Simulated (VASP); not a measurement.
# Ti: single point with PBE

Slab: Ti, a slab with vacuum.

```
Ti
1.0
     2.93858    0.00000    0.00000
    -1.46929    2.54489    0.00000
     0.00000    0.00000   19.65043
Ti
3
Direct
  0.33333 0.66667 0.38167
  0.66667 0.33333 0.50000
  0.33333 0.66667 0.61833
```

```json
{"Program": "VASP 6.6.1", "Task": "single point", "Functional": "PBE", "Potentials or basis": "VASP PAW PBE potentials, release 64 (Ti_sv)", "Cutoff": "520 eV", "k mesh": "12 × 12 × 1", "Occupations": "gaussian, width 0.1 eV", "Spin": "no spin polarisation", "Dipole correction": "yes", "Further INCAR settings": "ALGO = Normal; EDIFF = 1e-06; NBANDS = 25"}
```

The largest force is 0.383 eV/Å and the band gap on the k mesh is zero (band 18 reaches 0.88 eV, above the bottom of band 19 at 0.01 eV).

Forces in eV/Å, atoms in the order of the input:
```
Ti   0.000  0.000  0.383
Ti   0.000  0.000  0.000
Ti   0.000  0.000 -0.383
```

Levels at points of the mesh, in eV from the Fermi level:
```
           k point  band 15  band 16  band 17  band 18  band 19  band 20  band 21  band 22
(0.00, 0.00, 0.00)    -2.90    -0.08    -0.04     0.60     0.72     0.79     0.79     0.81
(0.50, 0.00, 0.00)    -1.91    -1.17    -0.90     0.01     0.73     0.93     1.10     1.54
```

Wall time 49 s on 1 thread of Intel(R) Xeon(R) 6975P-C (Granite Rapids) (shared host), peak memory 0.29 GiB.
